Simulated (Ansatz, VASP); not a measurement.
One calculation of CdS, two programs

```
Cd S
1.0
     0.00000    2.75324    2.75324
     2.75324    0.00000    2.75324
     2.75324    2.75324    0.00000
Cd S
1 1
Direct
  0.00000 0.00000 0.00000
  0.50000 0.50000 0.50000
```

Alike in both runs: functional r2SCAN; k mesh 8 × 8 × 8; occupations fermi-dirac, width 0.05 eV; no spin polarisation.

|  | VASP | Ansatz |
| --- | --- | --- |
| version | VASP 6.6.1 | Ansatz 0.2.0 |
| potentials or method | VASP PAW PBE potentials, release 64 (Cd, S) | Ansatz PAW |
| plane-wave cutoff (eV) | 520 | 500 |
| valence electrons in the cell | 18 | 26 |
| task | single point | band structure |

Ansatz gave:

* gap on the k mesh at the Fermi level (eV): 0.75
* least direct gap on the mesh (eV): 2.18
* pressure (GPa): -2.2

**Question.** Which values does VASP return?

**Answer.** gap on the k mesh at the Fermi level (eV): 0.73; least direct gap on the mesh (eV): 2.15; pressure (GPa): -1.8.

VASP's potentials were made for PBE, not for r2SCAN. VASP's potentials hold 18 valence electrons a cell and Ansatz's 26, so a difference there can come from the potentials and not from the codes.
